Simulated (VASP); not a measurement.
# ZnS (P6_3mc) in VASP: notebook, part 2 of 3

VASP 6.6.1.

## 3. Electric field gradients, PBE (18.44 Å³/atom)

Input file INCAR:

```
PREC     = Accurate       # precision mode
ENCUT    = 520            # plane-wave cutoff, eV
EDIFF    = 1E-8           # SCF threshold, eV
ISMEAR   = -1             # smearing method
SIGMA    = 0.03           # smearing width, eV
LREAL    = False          # projectors in reciprocal space
LASPH    = True           # aspherical terms in the spheres
NELM     = 60             # most SCF steps
ALGO     = Normal         # electronic algorithm
ISIF     = 2              # what is computed and relaxed
LWAVE    = False          # write WAVECAR
LCHARG   = False          # write CHGCAR
GGA      = PE             # functional
LEFG     = True         
NBANDS   = 26             # bands
```

Input file KPOINTS:

```
regular mesh
0
Gamma
  8 8 5
```

Input file POSCAR:

```
ZnS
1.0
    3.7338632646      0.0000000000      0.0000000000
   -1.8669316323      3.2336204414      0.0000000000
    0.0000000000      0.0000000000      6.1078223651
Zn S
2 2
Direct
    0.3333333333      0.6666666667      0.0000000000
    0.6666666667      0.3333333333      0.5000000000
    0.3333333333      0.6666666667      0.3850000000
    0.6666666667      0.3333333333      0.8850000000
```

Potentials or basis: VASP PAW PBE potentials, release 64 (Zn, S).

The run is started by

```bash
cat potpaw_PBE.64/Zn/POTCAR potpaw_PBE.64/S/POTCAR > POTCAR
mpirun -np 1 vasp_std > vasp.out
```

OUTCAR:

```text
PREC = Accurate
   ENCUT = 520
   EDIFF = 1E-8
   ISMEAR = -1
   LREAL = False
   LASPH = True
   NELM = 60
   ISIF = 2
   GGA = PE

 ion  position               nearest neighbor table
   1  0.333  0.667  0.000-   4 2.27   4 2.27   4 2.27   3 2.35
   2  0.667  0.333  0.500-   3 2.27   3 2.27   3 2.27   4 2.35
   3  0.333  0.667  0.385-   2 2.27   2 2.27   2 2.27   1 2.35
   4  0.667  0.333  0.885-   1 2.27   1 2.27   1 2.27   2 2.35

  LATTYP: Found a hexagonal cell.
 ALAT       =     3.7338632646
 C/A-ratio  =     1.6357916539

  Lattice vectors:

 A1 = (   3.7338632646,   0.0000000000,   0.0000000000)
 A2 = (  -1.8669316323,   3.2336204414,   0.0000000000)
[... 923 lines left out ...]
 ion       V_xx      V_yy      V_zz      V_xy      V_xz      V_yz
---------------------------------------------------------------------
   1     -10.353   -10.349    20.702     0.004     0.000    -0.000
   2     -10.353   -10.349    20.702     0.004    -0.000     0.000
   3       2.205     2.205    -4.410     0.000    -0.000     0.000
   4       2.205     2.205    -4.410     0.000     0.000    -0.000
---------------------------------------------------------------------

 Electric field gradients after diagonalization (V/A^2)
 (convention: |V_zz| > |V_xx| > |V_yy|)
----------------------------------------------------------------------
 ion       V_xx      V_yy      V_zz     asymmetry (V_yy - V_xx)/ V_zz
----------------------------------------------------------------------
   1     -10.356   -10.346    20.702       0.000
   2     -10.356   -10.346    20.702       0.000
   3       2.205     2.205    -4.410       0.000
   4       2.205     2.205    -4.410       0.000
----------------------------------------------------------------------

           NMR quadrupolar parameters

 Cq : quadrupolar parameter    Cq=e*Q*V_zz/h
 eta: asymmetry parameters     (V_yy - V_xx)/ V_zz
 Q  : nuclear electric quadrupole moment in mb (millibarn)
----------------------------------------------------------------------
 ion       Cq(MHz)       eta       Q (mb)
----------------------------------------------------------------------
   1       0.050       0.000       1.000
   2       0.050       0.000       1.000
   3      -0.011       0.000       1.000
   4      -0.011       0.000       1.000
----------------------------------------------------------------------
```

OSZICAR:

```text
N       E                     dE             d eps       ncg     rms          rms(c)
DAV:   1     0.247768595596E+03    0.24777E+03   -0.17089E+04  1562   0.170E+03
DAV:   2     0.103678387847E+02   -0.23740E+03   -0.22645E+03  1592   0.356E+02
DAV:   3    -0.137854860519E+02   -0.24153E+02   -0.23930E+02  1848   0.113E+02
DAV:   4    -0.143671018358E+02   -0.58162E+00   -0.58034E+00  1796   0.176E+01
DAV:   5    -0.143760099385E+02   -0.89081E-02   -0.89050E-02  1950   0.217E+00    0.111E+01
DAV:   6    -0.135168267105E+02    0.85918E+00   -0.16794E+00  2316   0.387E+01    0.844E+00
DAV:   7    -0.135122031857E+02    0.46235E-02   -0.14124E+00  1662   0.710E+00    0.363E+00
DAV:   8    -0.135033175527E+02    0.88856E-02   -0.35657E-02  1834   0.145E+00    0.110E+00
DAV:   9    -0.135029290238E+02    0.38853E-03   -0.12431E-02  2086   0.117E+00    0.251E-01
DAV:  10    -0.135030458433E+02   -0.11682E-03   -0.56696E-04  1848   0.341E-01    0.106E-01
DAV:  11    -0.135032447987E+02   -0.19896E-03   -0.27717E-04  1642   0.138E-01    0.605E-02
DAV:  12    -0.135032446470E+02    0.15167E-06   -0.25339E-05  1938   0.804E-02    0.634E-03
DAV:  13    -0.135032481080E+02   -0.34610E-05   -0.78956E-06  1622   0.226E-02    0.326E-03
DAV:  14    -0.135032481624E+02   -0.54359E-07   -0.70191E-07  1952   0.168E-02    0.719E-04
DAV:  15    -0.135032482242E+02   -0.61754E-07   -0.73330E-08  1640   0.251E-03    0.359E-04
DAV:  16    -0.135032482440E+02   -0.19852E-07   -0.13873E-08  1378   0.862E-04    0.159E-04
DAV:  17    -0.135032482468E+02   -0.28035E-08   -0.87202E-10   854   0.551E-04
   1 F= -.13503248E+02 E0= -.13503248E+02  d E =-.336442E-11
```

stdout:

```text
POSCAR found type information on POSCAR ZnS
 POSCAR found :  2 types and       4 ions
 scaLAPACK will be used
 LDA part: xc-table for (Slater+PW92), standard interpolation
 POSCAR, INCAR and KPOINTS ok, starting setup
 FFT: planning ... GRIDC
 FFT: planning ... GRID_SOFT
 FFT: planning ... GRID
 WAVECAR not read
 entering main loop
ion   1

ion   2

ion   3

ion   4
```

It took 58 s on 1 thread of AMD EPYC 7R43 (Zen 3), shared host; peak memory 0.17 GiB.

Results:

* Free energy: -13.5032 eV
* Pressure: 8.1 GPa
* Largest force: 0.402 eV/Å
* Band gap on the k mesh: 2.55 eV
* Largest electric field gradient by atom: Zn +20.7; S -4.4 V/Å²

Forces on the atoms (eV/Å):
```
Zn   0.000  0.000  0.402
Zn   0.000  0.000  0.402
S    0.000  0.000 -0.402
S    0.000  0.000 -0.402
```

Electric field gradients, principal values (V/Å²):
```csv
atom,least,middle,greatest (by size)
1 Zn,-10.346,-10.356,20.702
2 Zn,-10.346,-10.356,20.702
3 S,2.205,2.205,-4.410
4 S,2.205,2.205,-4.410
```

Caveat: the cell stands under pressure; without QUAD_EFG the Cq values of the log hold for a quadrupole moment of 1 mb, not for the nuclei.

## 4. Electric field gradients, PBE (19.21 Å³/atom)

This run uses another cell than the first one, of 19.21 Å³/atom.

Input file INCAR:

```
PREC     = Accurate       # precision mode
ENCUT    = 520            # plane-wave cutoff, eV
EDIFF    = 1E-8           # SCF threshold, eV
ISMEAR   = -1             # smearing method
SIGMA    = 0.03           # smearing width, eV
LREAL    = F              # projectors in reciprocal space
LASPH    = T              # aspherical terms in the spheres
NELM     = 80             # most SCF steps
ALGO     = Normal         # electronic algorithm
ISIF     = 2              # what is computed and relaxed
LWAVE    = F              # write WAVECAR
LCHARG   = F              # write CHGCAR
GGA      = PE             # functional
LEFG     = T            
NBANDS   = 26             # bands
```

KPOINTS is that of step 3.

Input file POSCAR:

```
ZnS
1.0
    3.7854208379      0.0000000000      0.0000000000
   -1.8927104190      3.2782706096      0.0000000000
    0.0000000000      0.0000000000      6.1921598132
Zn S
2 2
Direct
    0.3333333333      0.6666666667      0.0000000000
    0.6666666667      0.3333333333      0.5000000000
    0.3333333333      0.6666666667      0.3850000000
    0.6666666667      0.3333333333      0.8850000000
```

Potentials or basis: VASP PAW PBE potentials, release 64 (Zn, S).

The run is started by

```bash
cat potpaw_PBE.64/Zn/POTCAR potpaw_PBE.64/S/POTCAR > POTCAR
mpirun -np 1 vasp_std > vasp.out
```

OUTCAR:

```text
PREC = Accurate
   ENCUT = 520
   EDIFF = 1E-8
   ISMEAR = -1
   LREAL = F
   LASPH = T
   NELM = 80
   ISIF = 2
   GGA = PE

 ion  position               nearest neighbor table
   1  0.333  0.667  0.000-   4 2.30   4 2.30   4 2.30   3 2.38
   2  0.667  0.333  0.500-   3 2.30   3 2.30   3 2.30   4 2.38
   3  0.333  0.667  0.385-   2 2.30   2 2.30   2 2.30   1 2.38
   4  0.667  0.333  0.885-   1 2.30   1 2.30   1 2.30   2 2.38

  LATTYP: Found a hexagonal cell.
 ALAT       =     3.7854208379
 C/A-ratio  =     1.6357916539

  Lattice vectors:

 A1 = (   3.7854208379,   0.0000000000,   0.0000000000)
 A2 = (  -1.8927104190,   3.2782706096,   0.0000000000)
 A3 = (   0.0000000000,   0.0000000000,   6.1921598132)

Analysis of symmetry for initial positions (statically):
=====================================================================
 Subroutine PRICEL returns:
 Original cell was already a primitive cell.

 Routine SETGRP: Setting up the symmetry group for a
 hexagonal supercell.

 Subroutine GETGRP returns: Found 12 space group operations
 (whereof  6 operations were pure point group operations)
 out of a pool of 24 trial point group operations.

The static configuration has the point symmetry C_3v.
 The point group associated with its full space group is C_6v.

Analysis of symmetry for dynamics (positions and initial velocities):
=====================================================================
 Subroutine PRICEL returns:
 Original cell was already a primitive cell.

[... 861 lines left out ...]

 [... further k-points ...]

------------------------ aborting loop because EDIFF is reached ----------------------------------------

  FORCE on cell =-STRESS in cart. coord.  units (eV):
  Direction    XX          YY          ZZ          XY          YZ          ZX
  --------------------------------------------------------------------------------------
  -------------------------------------------------------------------------------------
  Total        2.3837100      2.3837100      1.2462398     -0.0000000      0.0000000      0.0000000
  in kB       49.7007430     49.7007430     25.9843037     -0.0000000      0.0000000      0.0000000
  external PRESSURE =      41.7952632 kB  Pullay stress =       0.0000000 kB

 VOLUME and BASIS-vectors are now :
 -----------------------------------------------------------------------------
  energy-cutoff  :      520.00
  volume of cell :       76.84
      direct lattice vectors                 reciprocal lattice vectors
     3.785420838  0.000000000  0.000000000     0.264171421  0.152519441  0.000000000
    -1.892710419  3.278270610  0.000000000     0.000000000  0.305038881  0.000000000
     0.000000000  0.000000000  6.192159813     0.000000000  0.000000000  0.161494540

 POSITION                                       TOTAL-FORCE (eV/Angst)
 -----------------------------------------------------------------------------------
     -0.00000      2.18551      0.00000         0.000000     -0.000000      0.347722
      1.89271      1.09276      3.09608        -0.000000      0.000000      0.347722
     -0.00000      2.18551      2.38398         0.000000      0.000000     -0.347722
      1.89271      1.09276      5.48006        -0.000000     -0.000000     -0.347722
 -----------------------------------------------------------------------------------
    total drift:                               -0.000001     -0.000001      0.000554

  FREE ENERGIE OF THE ION-ELECTRON SYSTEM (eV)
  ---------------------------------------------------
  free  energy   TOTEN  =       -13.6209677746 eV

  energy  without entropy=      -13.6209677746  energy(sigma->0) =      -13.62096777

 Electric field gradients (V/A^2)
---------------------------------------------------------------------
 ion       V_xx      V_yy      V_zz      V_xy      V_xz      V_yz
---------------------------------------------------------------------
   1      -9.877    -9.871    19.748     0.006    -0.000     0.000
   2      -9.877    -9.871    19.748     0.006     0.000    -0.000
   3       2.636     2.635    -5.271    -0.000    -0.000     0.000
   4       2.636     2.635    -5.271    -0.000     0.000    -0.000
---------------------------------------------------------------------

 Electric field gradients after diagonalization (V/A^2)
 (convention: |V_zz| > |V_xx| > |V_yy|)
----------------------------------------------------------------------
 ion       V_xx      V_yy      V_zz     asymmetry (V_yy - V_xx)/ V_zz
----------------------------------------------------------------------
   1      -9.880    -9.867    19.748       0.001
   2      -9.880    -9.867    19.748       0.001
   3       2.636     2.635    -5.271       0.000
   4       2.636     2.635    -5.271       0.000
----------------------------------------------------------------------

           NMR quadrupolar parameters

 Cq : quadrupolar parameter    Cq=e*Q*V_zz/h
 eta: asymmetry parameters     (V_yy - V_xx)/ V_zz
 Q  : nuclear electric quadrupole moment in mb (millibarn)
----------------------------------------------------------------------
 ion       Cq(MHz)       eta       Q (mb)
----------------------------------------------------------------------
   1       0.048       0.001       1.000
   2       0.048       0.001       1.000
   3      -0.013       0.000       1.000
   4      -0.013       0.000       1.000
----------------------------------------------------------------------
```

stdout:

```text
POSCAR found type information on POSCAR ZnS
 POSCAR found :  2 types and       4 ions
 scaLAPACK will be used
 LDA part: xc-table for (Slater+PW92), standard interpolation
 POSCAR, INCAR and KPOINTS ok, starting setup
 FFT: planning ... GRIDC
 FFT: planning ... GRID_SOFT
 FFT: planning ... GRID
 WAVECAR not read
 entering main loop
ion   1

ion   2

ion   3

ion   4
```

It took 62 s on 1 thread of AMD EPYC 7R43 (Zen 3), shared host; peak memory 0.17 GiB.

Results:

| Quantity | Value |
| --- | --- |
| Free energy | -13.6210 eV |
| Pressure | 4.2 GPa |
| Largest force | 0.348 eV/Å |
| Band gap on the k mesh | 2.35 eV |
| Largest electric field gradient by atom | Zn +19.7; S -5.3 V/Å² |

Forces on the atoms (eV/Å):
```
Zn   0.000  0.000  0.348
Zn   0.000  0.000  0.348
S    0.000  0.000 -0.348
S    0.000  0.000 -0.348
```

Electric field gradients, principal values (V/Å²):
```
atom   least  middle  greatest (by size)
1 Zn  -9.867  -9.880              19.748
2 Zn  -9.867  -9.880              19.748
 3 S   2.635   2.636              -5.271
 4 S   2.635   2.636              -5.271
```

Caveat: the cell stands under pressure; without QUAD_EFG the Cq values of the log hold for a quadrupole moment of 1 mb, not for the nuclei.

(Part 2 of 3 ends here.)
